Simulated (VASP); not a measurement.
# BaZrO3 (Pm-3m) in VASP: notebook

Runs on BaZrO3. Level: r2SCAN. Tasks: single point.

Program: VASP 6.6.1. These are calculated values, not measurements. Logs are shortened: lines on timing, memory, paths and dates and some standing lists are left out, and cuts for length are marked.

## 1. The cell of the first run

Symmetry: Pm-3m, No. 221, cubic system. Conventional cell: a = 4.205 Å, b = 4.205 Å, c = 4.205 Å, α = 90.00°, β = 90.00°, γ = 90.00°. Within 3.9 Å of Ba (site symmetry m-3m) lie 12 O at 2.97 Å and 8 Zr at 3.64 Å. Zr (site symmetry m-3m) has 6 O at 2.10 Å within 2.8 Å. O (site symmetry 4/mmm) has 2 Zr at 2.10 Å within 2.8 Å.

## 2. Single point, r2SCAN

Input file POSCAR:

```
BaZrO3
1.0
    4.2053549142      0.0000000000      0.0000000000
    0.0000000000      4.2053549142      0.0000000000
    0.0000000000      0.0000000000      4.2053549142
Ba Zr O
1 1 3
Direct
    0.0000000000      0.0000000000      0.0000000000
    0.5000000000      0.5000000000      0.5000000000
    0.5000000000      0.5000000000      0.0000000000
    0.5000000000      0.0000000000      0.5000000000
    0.0000000000      0.5000000000      0.5000000000
```

Input file INCAR.step1:

```
PREC = Accurate
ENCUT = 910
ISMEAR = -1
SIGMA = 0.02
LREAL = False
LASPH = True
NELM = 120
NBANDS = 28
GGA = PE
ALGO = Normal
EDIFF = 1E-5
LWAVE = True
LCHARG = False
GGA_COMPAT = False
```

Input file INCAR.step2:

```
PREC = Accurate
ENCUT = 910
EDIFF = 1E-6
ISMEAR = -1
SIGMA = 0.02
LREAL = False
LASPH = True
NELM = 120
ALGO = Normal
ISIF = 2
LWAVE = False
LCHARG = False
METAGGA = R2SCAN
LMIXTAU = True
NBANDS = 28
ISTART = 1
GGA_COMPAT = False
```

Input file KPOINTS:

```
Automatic mesh
0
Gamma
  6 6 6
```

Potentials or basis: VASP PAW PBE potentials, release 64 (Ba_sv, Zr_sv, O_h).

Launch:

```bash
$ cat potpaw_PBE.64/Ba_sv/POTCAR potpaw_PBE.64/Zr_sv/POTCAR potpaw_PBE.64/O_h/POTCAR > POTCAR
$ cp INCAR.step1 INCAR
$ mpirun -np 1 vasp_std > vasp.out
$ cp INCAR.step2 INCAR
$ mpirun -np 1 vasp_std > vasp.out
```

OUTCAR:

```text
PREC = Accurate
   ENCUT = 910
   EDIFF = 1E-6
   ISMEAR = -1
   LREAL = False
   LASPH = True
   NELM = 120
   ISIF = 2
   METAGGA = R2SCAN
   ISTART = 1

 ion  position               nearest neighbor table
   1  0.000  0.000  0.000-   3 2.97   4 2.97   5 2.97   4 2.97   5 2.97   3 2.97   5 2.97   5 2.97
                             3 2.97   4 2.97   4 2.97   3 2.97   2 3.64   2 3.64   2 3.64   2 3.64
   2  0.500  0.500  0.500-   3 2.10   4 2.10   5 2.10   3 2.10   4 2.10   5 2.10   1 3.64   1 3.64
                             1 3.64   1 3.64   1 3.64   1 3.64   1 3.64   1 3.64
   3  0.500  0.500  0.000-   2 2.10   2 2.10   1 2.97   1 2.97   1 2.97   1 2.97
   4  0.500  0.000  0.500-   2 2.10   2 2.10   1 2.97   1 2.97   1 2.97   1 2.97
   5  0.000  0.500  0.500-   2 2.10   2 2.10   1 2.97   1 2.97   1 2.97   1 2.97

  LATTYP: Found a simple cubic cell.
 ALAT       =     4.2053549142

  Lattice vectors:

 A1 = (   4.2053549142,   0.0000000000,   0.0000000000)
 A2 = (   0.0000000000,   4.2053549142,   0.0000000000)
 A3 = (   0.0000000000,   0.0000000000,   4.2053549142)

Analysis of symmetry for initial positions (statically):
=====================================================================
 Subroutine PRICEL returns:
 Original cell was already a primitive cell.

 Routine SETGRP: Setting up the symmetry group for a
 simple cubic supercell.

 Subroutine GETGRP returns: Found 48 space group operations
 (whereof 48 operations were pure point group operations)
 out of a pool of 48 trial point group operations.

The static configuration has the point symmetry O_h .

Analysis of symmetry for dynamics (positions and initial velocities):
=====================================================================
 Subroutine PRICEL returns:
 Original cell was already a primitive cell.

 Routine SETGRP: Setting up the symmetry group for a
 simple cubic supercell.

 Subroutine GETGRP returns: Found 48 space group operations
 (whereof 48 operations were pure point group operations)
 out of a pool of 48 trial point group operations.

The dynamic configuration has the point symmetry O_h .

 Subroutine INISYM returns: Found 48 space group operations
 (whereof 48 operations are pure point group operations),
 and found     1 'primitive' translations

----------------------------------------------------------------------------------------

                                     Primitive cell

[... 91 lines left out ...]
   EDIFF  = 0.1E-05   stopping-criterion for ELM
   LREAL  =      F    real-space projection
   EDIFFG = 0.1E-04   stopping-criterion for IOM
   NSW    =      0    number of steps for IOM
   IBRION =     -1    ionic relax: 0-MD 1-quasi-New 2-CG
   NFREE  =      0    steps in history (QN), initial steepest desc. (CG)
   ISIF   =      2    stress and relaxation
   ISYM   =      2    0-nonsym 1-usesym 2-fastsym
   POTIM  = 0.5000    time-step for ionic-motion
   TEBEG  =    0.0;   TEEND  =   0.0 temperature during run
   PSTRESS=    0.0 pullay stress
   NELECT =      40.0000    total number of electrons
   NUPDOWN=      -1.0000    fix difference up-down
   EMIN   =  10.00;   EMAX   =-10.00  energy-range for DOS
   EFERMI =   0.00;   METHOD = LEGACY
   ISMEAR =    -1;   SIGMA  =   0.02  broadening in eV -4-tet -1-fermi 0-gaus
   EFERMI_NEDOS =   21; number of points for ismear=-14 and -15
   IALGO  =     38    algorithm
   IMIX   =      4    mixing-type and parameters
     AMIX     =   0.40;   BMIX     =  1.00
     AMIX_MAG =   1.60;   BMIX_MAG =  1.00
  volume/ion in A,a.u.               =      14.87       100.38
  Fermi-wavevector in a.u.,A,eV,Ry     =   1.331350  2.515886 24.116221  1.772492
  Thomas-Fermi vector in A             =   2.460368
   LORBIT       =      0    0 simple, 1 ext, 2 COOP (PROOUT), +10 PAW based schemes
   METAGGA = R2SCAN    functional components
   LHFCALC =     F    Hartree Fock is set to
   AEXX    =    0.0000 exact exchange contribution
   IVDW    =     0    specifies the selected vdW correction
   LEPSILON=     F    determine dielectric tensor
   LRPA    =     F    only Hartree local field effects (RPA)
 non-spin polarized calculation
  energy-cutoff  :      910.00
  volume of cell :       74.37
 maximum number of plane-waves:      4680
 NGX is ok and might be reduce to    42
   NGX = 21   NGY = 21   NGZ = 21

 number of electron      40.0000010 magnetization

 Free energy of the ion-electron system (eV)
  ---------------------------------------------------
  ext. energy  EPLUGINS =         0.00000000
  ---------------------------------------------------
  free energy    TOTEN  =       -85.13196955 eV

  energy without entropy =      -85.13196955  energy(sigma->0) =      -85.13196955

 E-fermi :   4.2560     XC(G=0): -11.3395

 val. band max:        3.7173630643   @ k =   0.5000   0.5000   0.5000
 cond. band min:       7.4069162791   @ k =   0.0000   0.0000   0.0000
 fundamental gap:      3.6895532148
 Fermi energy:         4.2560104286

 k-point     1 :       0.0000    0.0000    0.0000
  band No.  band energies     occupation
      1     -44.8522      2.00000
      2     -22.3071      2.00000
      3     -22.2812      2.00000
      4     -22.2812      2.00000
      5     -22.2812      2.00000
      6     -13.6051      2.00000
[... 609 lines left out ...]
     27      13.4012      0.00000
     28      13.4012      0.00000

------------------------ aborting loop because EDIFF is reached ----------------------------------------

  FORCE on cell =-STRESS in cart. coord.  units (eV):
  Direction    XX          YY          ZZ          XY          YZ          ZX
  --------------------------------------------------------------------------------------
  -------------------------------------------------------------------------------------
  Total        0.3588728      0.3588728      0.3588728      0.0000000      0.0000000      0.0000000
  in kB        7.7311343      7.7311343      7.7311343      0.0000000      0.0000000      0.0000000
  external PRESSURE =       7.7311343 kB  Pullay stress =       0.0000000 kB

 VOLUME and BASIS-vectors are now :
 -----------------------------------------------------------------------------
  energy-cutoff  :      910.00
  volume of cell :       74.37
      direct lattice vectors                 reciprocal lattice vectors
     4.205354914  0.000000000  0.000000000     0.237792058  0.000000000  0.000000000
     0.000000000  4.205354914  0.000000000     0.000000000  0.237792058  0.000000000
     0.000000000  0.000000000  4.205354914     0.000000000  0.000000000  0.237792058

 POSITION                                       TOTAL-FORCE (eV/Angst)
 -----------------------------------------------------------------------------------
      0.00000      0.00000      0.00000         0.000000      0.000000      0.000000
      2.10268      2.10268      2.10268         0.000000      0.000000      0.000000
      2.10268      2.10268      0.00000         0.000000      0.000000      0.000000
      2.10268      0.00000      2.10268         0.000000      0.000000      0.000000
      0.00000      2.10268      2.10268         0.000000      0.000000      0.000000
 -----------------------------------------------------------------------------------
    total drift:                                0.000000     -0.000000     -0.000000

  FREE ENERGIE OF THE ION-ELECTRON SYSTEM (eV)
  ---------------------------------------------------
  free  energy   TOTEN  =       -85.1319695501 eV

  energy  without entropy=      -85.1319695501  energy(sigma->0) =      -85.13196955
```

It took 6.2 min on 1 thread of AMD EPYC 7R13 (Zen 3), shared host; peak memory 0.31 GiB.

What came out:

| Item | Value |
| --- | --- |
| Free energy | -85.1320 eV |
| Pressure | 0.8 GPa |
| Band gap on the k mesh | 3.69 eV (least direct gap 3.94 eV) |

Levels at points of the mesh, in eV from the valence-band top:
| k point | band 18 | band 19 | band 20 | band 21 | band 22 | band 23 |
| --- | --- | --- | --- | --- | --- | --- |
| (0.00, 0.00, 0.00) | -0.25 | -0.25 | -0.25 | 3.69 | 3.69 | 3.69 |
| (0.50, 0.00, 0.00) | -1.66 | -0.49 | -0.49 | 4.12 | 6.16 | 6.16 |
| (0.50, 0.50, 0.00) | -0.94 | -0.84 | -0.07 | 6.13 | 6.13 | 6.94 |
| (0.50, 0.50, 0.50) | 0.00 | 0.00 | 0.00 | 6.59 | 6.59 | 6.59 |

Caveat: the cutoff is under 1.25 times the usual one of these potentials, so pressure, stress and relaxed cells hold a basis-set (Pulay) error; the PAW data sets were made with another functional, which shifts forces and pressure a little; spin-orbit coupling is left out, which moves the levels of the heavy elements.

## 3. Single point, r2SCAN

POSCAR is that of step 2.

Input file INCAR.step1:

```
SYSTEM = BaZrO3
PREC     = Accurate       ! precision mode
ENCUT    = 910            ! plane-wave cutoff, eV
ISMEAR   = 0              ! smearing method
SIGMA    = 0.01           ! smearing width, eV
LREAL    = .FALSE.        ! projectors in reciprocal space
LASPH    = .TRUE.         ! aspherical terms in the spheres
NELM     = 120            ! most SCF steps
NBANDS   = 28             ! bands
GGA      = PE             ! functional
ALGO     = Normal         ! electronic algorithm
EDIFF    = 1E-5           ! SCF threshold, eV
LWAVE    = .TRUE.         ! write WAVECAR
LCHARG   = .FALSE.        ! write CHGCAR
GGA_COMPAT= .FALSE.
```

Input file INCAR.step2:

```
SYSTEM = BaZrO3
PREC     = Accurate       ! precision mode
ENCUT    = 910            ! plane-wave cutoff, eV
EDIFF    = 1E-6           ! SCF threshold, eV
ISMEAR   = 0              ! smearing method
SIGMA    = 0.01           ! smearing width, eV
LREAL    = .FALSE.        ! projectors in reciprocal space
LASPH    = .TRUE.         ! aspherical terms in the spheres
NELM     = 120            ! most SCF steps
ALGO     = Normal         ! electronic algorithm
ISIF     = 2              ! what is computed and relaxed
LWAVE    = .FALSE.        ! write WAVECAR
LCHARG   = .FALSE.        ! write CHGCAR
METAGGA  = R2SCAN         ! meta-GGA
LMIXTAU  = .TRUE.       
NBANDS   = 28             ! bands
ISTART   = 1            
GGA_COMPAT= .FALSE.
```

Input file KPOINTS:

```
Automatic mesh
0
G
  6 6 6
  0 0 0
```

Potentials or basis: VASP PAW PBE potentials, release 64 (Ba_sv, Zr_sv, O_h).

Launch:

```bash
$ cat potpaw_PBE.64/Ba_sv/POTCAR potpaw_PBE.64/Zr_sv/POTCAR potpaw_PBE.64/O_h/POTCAR > POTCAR
$ cp INCAR.step1 INCAR
$ mpirun -np 1 vasp_std > vasp.out
$ cp INCAR.step2 INCAR
$ mpirun -np 1 vasp_std > vasp.out
```

OUTCAR:

```text
SYSTEM = BaZrO3
   PREC = Accurate
   ENCUT = 910
   EDIFF = 1E-6
   ISMEAR = 0
   LREAL = .FALSE.
   LASPH = .TRUE.
   NELM = 120
   ISIF = 2
   METAGGA = R2SCAN
   ISTART = 1

 ion  position               nearest neighbor table
   1  0.000  0.000  0.000-   3 2.97   4 2.97   5 2.97   4 2.97   5 2.97   3 2.97   5 2.97   5 2.97
                             3 2.97   4 2.97   4 2.97   3 2.97   2 3.64   2 3.64   2 3.64   2 3.64
   2  0.500  0.500  0.500-   3 2.10   4 2.10   5 2.10   3 2.10   4 2.10   5 2.10   1 3.64   1 3.64
                             1 3.64   1 3.64   1 3.64   1 3.64   1 3.64   1 3.64
   3  0.500  0.500  0.000-   2 2.10   2 2.10   1 2.97   1 2.97   1 2.97   1 2.97
   4  0.500  0.000  0.500-   2 2.10   2 2.10   1 2.97   1 2.97   1 2.97   1 2.97
   5  0.000  0.500  0.500-   2 2.10   2 2.10   1 2.97   1 2.97   1 2.97   1 2.97

  LATTYP: Found a simple cubic cell.
 ALAT       =     4.2053549142

  Lattice vectors:

 A1 = (   4.2053549142,   0.0000000000,   0.0000000000)
 A2 = (   0.0000000000,   4.2053549142,   0.0000000000)
 A3 = (   0.0000000000,   0.0000000000,   4.2053549142)

Analysis of symmetry for initial positions (statically):
[... 178 lines left out ...]
 cond. band min:       7.4069162791   @ k =   0.0000   0.0000   0.0000
 fundamental gap:      3.6895532147
 Fermi energy:         3.8663501353

 k-point     1 :       0.0000    0.0000    0.0000
  band No.  band energies     occupation
      1     -44.8522      2.00000
      2     -22.3071      2.00000
      3     -22.2812      2.00000
      4     -22.2812      2.00000
      5     -22.2812      2.00000
      6     -13.6051      2.00000
[... 609 lines left out ...]
     27      13.4012      0.00000
     28      13.4012      0.00000

------------------------ aborting loop because EDIFF is reached ----------------------------------------

  FORCE on cell =-STRESS in cart. coord.  units (eV):
  Direction    XX          YY          ZZ          XY          YZ          ZX
  --------------------------------------------------------------------------------------
  -------------------------------------------------------------------------------------
  Total        0.3588729      0.3588729      0.3588729      0.0000000      0.0000000     -0.0000000
  in kB        7.7311345      7.7311345      7.7311345      0.0000000      0.0000000     -0.0000000
  external PRESSURE =       7.7311345 kB  Pullay stress =       0.0000000 kB

 VOLUME and BASIS-vectors are now :
 -----------------------------------------------------------------------------
  energy-cutoff  :      910.00
  volume of cell :       74.37
      direct lattice vectors                 reciprocal lattice vectors
     4.205354914  0.000000000  0.000000000     0.237792058  0.000000000  0.000000000
     0.000000000  4.205354914  0.000000000     0.000000000  0.237792058  0.000000000
     0.000000000  0.000000000  4.205354914     0.000000000  0.000000000  0.237792058

 POSITION                                       TOTAL-FORCE (eV/Angst)
 -----------------------------------------------------------------------------------
      0.00000      0.00000      0.00000         0.000000      0.000000      0.000000
      2.10268      2.10268      2.10268         0.000000      0.000000      0.000000
      2.10268      2.10268      0.00000         0.000000      0.000000      0.000000
      2.10268      0.00000      2.10268         0.000000      0.000000      0.000000
      0.00000      2.10268      2.10268         0.000000      0.000000      0.000000
 -----------------------------------------------------------------------------------
    total drift:                                0.000000     -0.000000     -0.000000

  FREE ENERGIE OF THE ION-ELECTRON SYSTEM (eV)
  ---------------------------------------------------
  free  energy   TOTEN  =       -85.1319695502 eV

  energy  without entropy=      -85.1319695502  energy(sigma->0) =      -85.13196955
```

OUTCAR.step1:

```text
SYSTEM = BaZrO3
   PREC = Accurate
   ENCUT = 910
   ISMEAR = 0
   LREAL = .FALSE.
   LASPH = .TRUE.
[... 848 lines left out ...]
      2.10268      2.10268      0.00000         0.000000      0.000000      0.000000
      2.10268      0.00000      2.10268         0.000000      0.000000      0.000000
      0.00000      2.10268      2.10268         0.000000      0.000000      0.000000
 -----------------------------------------------------------------------------------
    total drift:                                0.000000     -0.000000     -0.000000

  FREE ENERGIE OF THE ION-ELECTRON SYSTEM (eV)
  ---------------------------------------------------
  free  energy   TOTEN  =       -41.7287696700 eV

  energy  without entropy=      -41.7287696700  energy(sigma->0) =      -41.72876967
```

OSZICAR.step1:

```text
N       E                     dE             d eps       ncg     rms          rms(c)
DAV:   1     0.449446291854E+03    0.44945E+03   -0.29482E+04  1120   0.216E+03
DAV:   2     0.292754693560E+01   -0.44652E+03   -0.42958E+03  1404   0.425E+02
DAV:   3    -0.473114296542E+02   -0.50239E+02   -0.49680E+02  1584   0.131E+02
DAV:   4    -0.492374670394E+02   -0.19260E+01   -0.19220E+01  1676   0.227E+01
DAV:   5    -0.492761409685E+02   -0.38674E-01   -0.38664E-01  1552   0.271E+00    0.286E+01
DAV:   6    -0.417708709662E+02    0.75053E+01   -0.37387E+01  1444   0.376E+01    0.125E+01
DAV:   7    -0.417453878340E+02    0.25483E-01   -0.31715E+00  1540   0.973E+00    0.776E+00
DAV:   8    -0.417332333977E+02    0.12154E-01   -0.43955E-01  1412   0.525E+00    0.889E-01
DAV:   9    -0.417268254662E+02    0.64079E-02   -0.81800E-02  1596   0.156E+00    0.564E-01
DAV:  10    -0.417290645315E+02   -0.22391E-02   -0.17072E-02  1652   0.110E+00    0.333E-01
DAV:  11    -0.417286823184E+02    0.38221E-03   -0.22908E-03  1456   0.391E-01    0.423E-02
DAV:  12    -0.417287662276E+02   -0.83909E-04   -0.26792E-04  1388   0.121E-01    0.288E-02
DAV:  13    -0.417287696700E+02   -0.34424E-05   -0.33167E-05  1424   0.388E-02
   1 F= -.41728770E+02 E0= -.41728770E+02  d E =-.159039E-51
```

Wall time 4.3 min (1 thread of Intel Xeon Platinum 8488C (Sapphire Rapids), shared host); peak memory 0.34 GiB.

Results:

* Free energy: -85.1320 eV
* Pressure: 0.8 GPa
* Band gap on the k mesh: 3.69 eV (least direct gap 3.94 eV)

Caveat: the cutoff is under 1.25 times the usual one of these potentials, so pressure, stress and relaxed cells hold a basis-set (Pulay) error; the PAW data sets were made with another functional, which shifts forces and pressure a little; spin-orbit coupling is left out, which moves the levels of the heavy elements. A k mesh can miss the band edges.
